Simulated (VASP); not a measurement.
# Os (Fd-3m) in VASP: further runs, part 2 of 2

VASP 6.6.1.

### Step 3. Single point, LDA (18.84 Å³/atom)

This run uses another cell than the first one, of 18.84 Å³/atom.

The input, POSCAR:

```
Os
1.0
    0.0000000000      2.6608044056      2.6608044056
    2.6608044056      0.0000000000      2.6608044056
    2.6608044056      2.6608044056      0.0000000000
Os
2
Direct
   -0.1250000000     -0.1250000000     -0.1250000000
    0.1250000000      0.1250000000      0.1250000000
```

The input, INCAR.step1:

```
SYSTEM = Os
ALGO = Normal
EDIFF = 1E-7
ENCUT = 520
ISIF = 2
ISMEAR = -1
LASPH = .True.
LCHARG = .True.
LMAXMIX = 4
LREAL = .False.
LWAVE = .False.
NBANDS = 15
NELM = 60
PREC = Accurate
SIGMA = 0.05
```

The input, KPOINTS.step1:

```
k-points
0
Gamma
  13 13 13
  0 0 0
```

The input, INCAR.step2:

```
SYSTEM = Os
ALGO = Normal
EDIFF = 1E-7
ENCUT = 520
ICHARG = 11
ISIF = 2
ISMEAR = -5
LASPH = .True.
LCHARG = .False.
LMAXMIX = 4
LORBIT = 11
LREAL = .False.
LWAVE = .False.
NBANDS = 15
NEDOS = 1001
NELM = 60
PREC = Accurate
SIGMA = 0.05
```

The input, KPOINTS.step2:

```
k-points
0
Gamma
  20 20 20
  0 0 0
```

Potentials or basis: VASP PAW LDA potentials, release 64 (Os).

Run with:

```
cat potpaw_LDA.64/Os/POTCAR > POTCAR
cp INCAR.step1 INCAR
cp KPOINTS.step1 KPOINTS
mpirun -np 1 vasp_std > vasp.out
cp INCAR.step2 INCAR
cp KPOINTS.step2 KPOINTS
mpirun -np 1 vasp_std > vasp.out
```

OUTCAR:

```text
SYSTEM = Os
   EDIFF = 1E-7
   ENCUT = 520
   ICHARG = 11
   ISIF = 2
   ISMEAR = -5
   LASPH = .True.
   LORBIT = 11
   LREAL = .False.
   NELM = 60
   PREC = Accurate

 ion  position               nearest neighbor table
   1  0.875  0.875  0.875-   2 2.30   2 2.30   2 2.30   2 2.30
   2  0.125  0.125  0.125-   1 2.30   1 2.30   1 2.30   1 2.30

  LATTYP: Found a face centered cubic cell.
 ALAT       =     5.3216088112

  Lattice vectors:

 A1 = (   0.0000000000,   2.6608044056,   2.6608044056)
 A2 = (   2.6608044056,   0.0000000000,   2.6608044056)
 A3 = (   2.6608044056,   2.6608044056,   0.0000000000)

[... 624 lines left out ...]
  Total        4.9978818      4.9978818      4.9978818      0.0000000     -0.0000000      0.0000000
  in kB      212.5336573    212.5336573    212.5336573      0.0000000     -0.0000000      0.0000000
  external PRESSURE =     212.5336573 kB  Pullay stress =       0.0000000 kB

 VOLUME and BASIS-vectors are now :
 -----------------------------------------------------------------------------
  energy-cutoff  :      520.00
  volume of cell :       37.68
      direct lattice vectors                 reciprocal lattice vectors
     0.000000000  2.660804406  2.660804406    -0.187913098  0.187913098  0.187913098
     2.660804406  0.000000000  2.660804406     0.187913098 -0.187913098  0.187913098
     2.660804406  2.660804406  0.000000000     0.187913098  0.187913098 -0.187913098

 POSITION                                       TOTAL-FORCE (eV/Angst)
 -----------------------------------------------------------------------------------
      4.65641      4.65641      4.65641        -0.000000     -0.000000     -0.000000
      0.66520      0.66520      0.66520         0.000000      0.000000      0.000000
 -----------------------------------------------------------------------------------
    total drift:                                0.000000     -0.000000     -0.000000

  FREE ENERGIE OF THE ION-ELECTRON SYSTEM (eV)
  ---------------------------------------------------
  free  energy   TOTEN  =       -22.2293889410 eV

  energy  without entropy=      -22.2293889410  energy(sigma->0) =      -22.22938894

 total charge

# of ion       s       p       d       tot
------------------------------------------
    1        0.842   0.626   6.467   7.935
    2        0.842   0.626   6.467   7.935
--------------------------------------------------
tot          1.684   1.253  12.934  15.871
```

OSZICAR.step1:

```text
N       E                     dE             d eps       ncg     rms          rms(c)
DAV:   1     0.873760254320E+02    0.87376E+02   -0.72091E+03  2520   0.982E+02
DAV:   2    -0.184872307293E+02   -0.10586E+03   -0.89689E+02  2842   0.291E+02
DAV:   3    -0.230707282060E+02   -0.45835E+01   -0.44427E+01  3052   0.543E+01
DAV:   4    -0.231018627448E+02   -0.31135E-01   -0.31049E-01  2968   0.461E+00
DAV:   5    -0.231020074795E+02   -0.14473E-03   -0.14473E-03  3045   0.313E-01    0.249E+01
DAV:   6    -0.224710235059E+02    0.63098E+00   -0.43299E-01  2954   0.524E+00    0.126E+01
DAV:   7    -0.222470849248E+02    0.22394E+00   -0.26295E-01  2933   0.386E+00    0.154E+00
DAV:   8    -0.222361610519E+02    0.10924E-01   -0.18513E-02  2660   0.105E+00    0.134E-01
DAV:   9    -0.222362095780E+02   -0.48526E-04   -0.36230E-04  2800   0.146E-01    0.509E-02
DAV:  10    -0.222362197736E+02   -0.10196E-04   -0.11255E-05  3059   0.314E-02    0.639E-03
DAV:  11    -0.222362201237E+02   -0.35011E-06   -0.11174E-06  2912   0.614E-03    0.394E-03
DAV:  12    -0.222362201095E+02    0.14202E-07   -0.52160E-08  1666   0.260E-03
   1 F= -.22236220E+02 E0= -.22231289E+02  d E =-.986158E-02
```

It took 50 s on 1 thread of Intel Xeon Platinum 8559C (Emerald Rapids), shared host; peak memory 0.23 GiB.

Results:

- Valence electrons inside the program's atomic spheres: Os 7.93

Caveat: spin-orbit coupling is left out, which moves the levels of the heavy elements; tetrahedron occupations give inexact forces and stress in metals.

### Step 4. Single point, LDA

This run uses another cell than the first one, of 20.48 Å³/atom.

The input, POSCAR:

```
Os
1.0
    0.0000000000      2.7357957792      2.7357957792
    2.7357957792      0.0000000000      2.7357957792
    2.7357957792      2.7357957792      0.0000000000
Os
2
Direct
   -0.1250000000     -0.1250000000     -0.1250000000
    0.1250000000      0.1250000000      0.1250000000
```

The input, INCAR.step1:

```
PREC = Accurate
ENCUT = 520
EDIFF = 1E-7
ISMEAR = -1
SIGMA = 0.05
LREAL = F
LASPH = T
NELM = 100
ALGO = Normal
ISIF = 2
LWAVE = F
LCHARG = T
LMAXMIX = 4
NBANDS = 15
```

The input, KPOINTS.step1:

```
Automatic mesh
0
Gamma
  13 13 13
```

The input, INCAR.step2:

```
PREC = Accurate
ENCUT = 520
EDIFF = 1E-7
ISMEAR = -5
SIGMA = 0.05
LREAL = F
LASPH = T
NELM = 100
ALGO = Normal
ISIF = 2
LWAVE = F
LCHARG = F
LMAXMIX = 4
LORBIT = 11
NBANDS = 15
NEDOS = 2001
ICHARG = 11
```

The input, KPOINTS.step2:

```
Automatic mesh
0
Gamma
  20 20 20
```

Run with:

```
cat potpaw_LDA.64/Os/POTCAR > POTCAR
cp INCAR.step1 INCAR
cp KPOINTS.step1 KPOINTS
mpirun -np 1 vasp_std > vasp.out
cp INCAR.step2 INCAR
cp KPOINTS.step2 KPOINTS
mpirun -np 1 vasp_std > vasp.out
```

Run time: 64 s. Hardware: 1 thread of Intel Xeon Platinum 8559C (Emerald Rapids), shared host; peak memory 0.24 GiB.

It converged, with:

```yaml
Valence_electrons_inside_the_program's_atomic_spheres: Os 7.68
```

Levels at points of the mesh, in eV from the Fermi level:
```csv
k point,band 5,band 6,band 7,band 8,band 9,band 10,band 11,band 12
"(0.00, 0.00, 0.00)",-3.68,-3.68,-0.57,-0.57,-0.57,2.74,2.74,11.42
"(0.50, 0.00, 0.00)",-3.95,-3.95,-1.50,0.45,0.45,1.96,1.96,3.01
"(0.50, 0.50, 0.00)",-2.82,-2.82,-1.34,-1.34,2.33,2.33,3.56,3.56
```

Caveat: spin-orbit coupling is left out, which moves the levels of the heavy elements; tetrahedron occupations give inexact forces and stress in metals.

### Step 5. Single point, LDA (20.48 Å³/atom)

This run uses another cell than the first one, of 20.48 Å³/atom.

POSCAR is that of step 4.

The input, INCAR.step1:

```
SYSTEM = Os
ALGO = Normal
EDIFF = 1E-6
ENCUT = 520
ISIF = 2
ISMEAR = -1
LASPH = .True.
LCHARG = .True.
LMAXMIX = 4
LREAL = .False.
LWAVE = .False.
NBANDS = 15
NELM = 60
PREC = Accurate
SIGMA = 0.05
```

The input, KPOINTS.step1:

```
k-points
0
Gamma
  13 13 13
  0 0 0
```

The input, INCAR.step2:

```
SYSTEM = Os
ALGO = Normal
EDIFF = 1E-6
ENCUT = 520
ICHARG = 11
ISIF = 2
ISMEAR = -5
LASPH = .True.
LCHARG = .False.
LMAXMIX = 4
LORBIT = 10
LREAL = .False.
LWAVE = .False.
NBANDS = 15
NEDOS = 2001
NELM = 60
PREC = Accurate
SIGMA = 0.05
```

The input, KPOINTS.step2:

```
k-points
0
Gamma
  20 20 20
  0 0 0
```

Potentials or basis: VASP PAW LDA potentials, release 64 (Os).

Run with:

```
cat potpaw_LDA.64/Os/POTCAR > POTCAR
cp INCAR.step1 INCAR
cp KPOINTS.step1 KPOINTS
mpirun -np 1 vasp_std > vasp.out
cp INCAR.step2 INCAR
cp KPOINTS.step2 KPOINTS
mpirun -np 1 vasp_std > vasp.out
```

OUTCAR:

```text
SYSTEM = Os
   EDIFF = 1E-6
   ENCUT = 520
   ICHARG = 11
   ISIF = 2
   ISMEAR = -5
   LASPH = .True.
   LORBIT = 10
   LREAL = .False.
   NELM = 60
   PREC = Accurate

 ion  position               nearest neighbor table
   1  0.875  0.875  0.875-   2 2.37   2 2.37   2 2.37   2 2.37
   2  0.125  0.125  0.125-   1 2.37   1 2.37   1 2.37   1 2.37

  LATTYP: Found a face centered cubic cell.
 ALAT       =     5.4715915584

  Lattice vectors:

 A1 = (   0.0000000000,   2.7357957792,   2.7357957792)
 A2 = (   2.7357957792,   0.0000000000,   2.7357957792)
 A3 = (   2.7357957792,   2.7357957792,   0.0000000000)

Analysis of symmetry for initial positions (statically):
=====================================================================
 Subroutine PRICEL returns:
 Original cell was already a primitive cell.

 Routine SETGRP: Setting up the symmetry group for a
 face centered cubic supercell.

 Subroutine GETGRP returns: Found 48 space group operations
 (whereof 12 operations were pure point group operations)
 out of a pool of 48 trial point group operations.

The static configuration has the point symmetry D_3d.
[... 591 lines left out ...]
      4       0.6554      2.00000
      5       1.0579      2.00000
      6       1.4036      2.00000
      7       2.9561      2.00000
      8       4.4372      2.06747
      9       4.8889     -0.08101
     10       6.6625      0.00000
     11       7.1502      0.00000
     12       9.2702      0.00000
     13      14.6182      0.00000
     14      14.9311      0.00000
     15      15.4773      0.00000

 [... further k-points ...]

------------------------ aborting loop because EDIFF is reached ----------------------------------------

  FORCE on cell =-STRESS in cart. coord.  units (eV):
  Direction    XX          YY          ZZ          XY          YZ          ZX
  --------------------------------------------------------------------------------------
  -------------------------------------------------------------------------------------
  Total       -0.3512977     -0.3512977     -0.3512977      0.0000000     -0.0000000      0.0000000
  in kB      -13.7437399    -13.7437399    -13.7437399      0.0000000     -0.0000000      0.0000000
  external PRESSURE =     -13.7437399 kB  Pullay stress =       0.0000000 kB

 VOLUME and BASIS-vectors are now :
 -----------------------------------------------------------------------------
  energy-cutoff  :      520.00
  volume of cell :       40.95
      direct lattice vectors                 reciprocal lattice vectors
     0.000000000  2.735795779  2.735795779    -0.182762180  0.182762180  0.182762180
     2.735795779  0.000000000  2.735795779     0.182762180 -0.182762180  0.182762180
     2.735795779  2.735795779  0.000000000     0.182762180  0.182762180 -0.182762180

 POSITION                                       TOTAL-FORCE (eV/Angst)
 -----------------------------------------------------------------------------------
      4.78764      4.78764      4.78764         0.000000      0.000000      0.000000
      0.68395      0.68395      0.68395        -0.000000     -0.000000     -0.000000
 -----------------------------------------------------------------------------------
    total drift:                               -0.000000      0.000000      0.000000

  FREE ENERGIE OF THE ION-ELECTRON SYSTEM (eV)
  ---------------------------------------------------
  free  energy   TOTEN  =       -22.4166327224 eV

  energy  without entropy=      -22.4166327224  energy(sigma->0) =      -22.41663272

 total charge

# of ion       s       p       d       tot
------------------------------------------
    1        0.797   0.560   6.321   7.679
    2        0.797   0.560   6.321   7.679
--------------------------------------------------
tot          1.595   1.120  12.643  15.358
```

OSZICAR.step1:

```text
N       E                     dE             d eps       ncg     rms          rms(c)
DAV:   1     0.818571239203E+02    0.81857E+02   -0.70573E+03  2520   0.966E+02
DAV:   2    -0.186410483402E+02   -0.10050E+03   -0.85910E+02  2842   0.282E+02
DAV:   3    -0.233499897221E+02   -0.47089E+01   -0.45202E+01  3066   0.541E+01
DAV:   4    -0.233854459396E+02   -0.35456E-01   -0.35407E-01  2947   0.486E+00
DAV:   5    -0.233856124604E+02   -0.16652E-03   -0.16652E-03  3010   0.336E-01    0.219E+01
DAV:   6    -0.226457211834E+02    0.73989E+00   -0.69352E-01  3017   0.664E+00    0.101E+01
DAV:   7    -0.224383464531E+02    0.20737E+00   -0.29800E-01  3073   0.414E+00    0.152E+00
DAV:   8    -0.224234036944E+02    0.14943E-01   -0.20029E-02  2632   0.100E+00    0.152E-01
DAV:   9    -0.224234775663E+02   -0.73872E-04   -0.35723E-04  2842   0.137E-01    0.566E-02
DAV:  10    -0.224234918915E+02   -0.14325E-04   -0.11692E-05  2954   0.315E-02    0.644E-03
DAV:  11    -0.224234918904E+02    0.11008E-08   -0.14346E-06  2370   0.760E-03
   1 F= -.22423492E+02 E0= -.22417659E+02  d E =-.116655E-01
```

It took 62 s on 1 thread of Intel Xeon Platinum 8559C (Emerald Rapids), shared host; peak memory 0.24 GiB.

What came out:

| Quantity | Value |
| --- | --- |
| Valence electrons inside the program's atomic spheres | Os 7.68 |

Caveat: spin-orbit coupling is left out, which moves the levels of the heavy elements; tetrahedron occupations give inexact forces and stress in metals.
